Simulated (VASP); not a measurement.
Runs of VASP 6.6.1 on CdS. The structure is that of space group P6_3mc (No. 186), or close to it. The cells are those of the table. 

```csv
task,cell,cutoff (eV),gap on the mesh (eV),pressure (GPa),largest force (eV/Å)
single point,"a = 4.197, b = 4.197, c = 6.828 Å, angles 90.0, 90.0, 120.0°, 4 atoms",520,1.11,(c),-
relaxation of shape and atoms at fixed volume,"relaxed from a = 4.067, b = 4.067, c = 6.617 Å, angles 90.0, 90.0, 120.0°, 4 atoms",600,1.34,6.6,0.01
relaxation of shape and atoms at fixed volume,"relaxed from a = 4.022, b = 4.022, c = 6.543 Å, angles 90.0, 90.0, 120.0°, 4 atoms",600,1.41,9.6,-
single point,"a = 4.067, b = 4.067, c = 6.617 Å, angles 90.0, 90.0, 120.0°, 4 atoms",520,(b),(a),0.01
relaxation of shape and atoms at fixed volume,"relaxed from a = 4.239, b = 4.239, c = 6.896 Å, angles 90.0, 90.0, 120.0°, 4 atoms",600,1.04,-1.3,-
single point,"a = 4.155, b = 4.155, c = 6.759 Å, angles 90.0, 90.0, 120.0°, 4 atoms",520,1.19,2.1,-
relaxation of shape and atoms at fixed volume,"relaxed from a = 4.332, b = 4.332, c = 7.048 Å, angles 90.0, 90.0, 120.0°, 4 atoms",600,0.88,-3.9,-
relaxation of shape and atoms at fixed volume,"relaxed from a = 4.155, b = 4.155, c = 6.759 Å, angles 90.0, 90.0, 120.0°, 4 atoms",600,1.19,2.0,-
relaxation of shape and atoms at fixed volume,"relaxed from a = 4.111, b = 4.111, c = 6.689 Å, angles 90.0, 90.0, 120.0°, 4 atoms",600,1.26,4.1,0.01
single point,"a = 4.111, b = 4.111, c = 6.689 Å, angles 90.0, 90.0, 120.0°, 4 atoms",520,1.26,4.2,0.01
single point,"a = 4.239, b = 4.239, c = 6.896 Å, angles 90.0, 90.0, 120.0°, 4 atoms",520,1.04,-1.2,-
relaxation of shape and atoms at fixed volume,"relaxed from a = 4.279, b = 4.279, c = 6.962 Å, angles 90.0, 90.0, 120.0°, 4 atoms",600,0.97,-2.5,-
```

Alike in all rows: level PBE; potentials or basis VASP PAW PBE potentials, release 64 (Cd, S); no spin polarisation; k mesh 6 × 6 × 4; smearing gaussian 0.02 eV.

**Question.** Fill in the values left out.

**Answer.** (a) 6.7; (b) 1.33; (c) 0.3.

Caveats: the relaxation stopped at its first step, so nothing moved (at least some runs); the cell stands under pressure (at least some runs).

A k mesh can miss the band edges, and the runs leave out spin-orbit coupling on Cd.
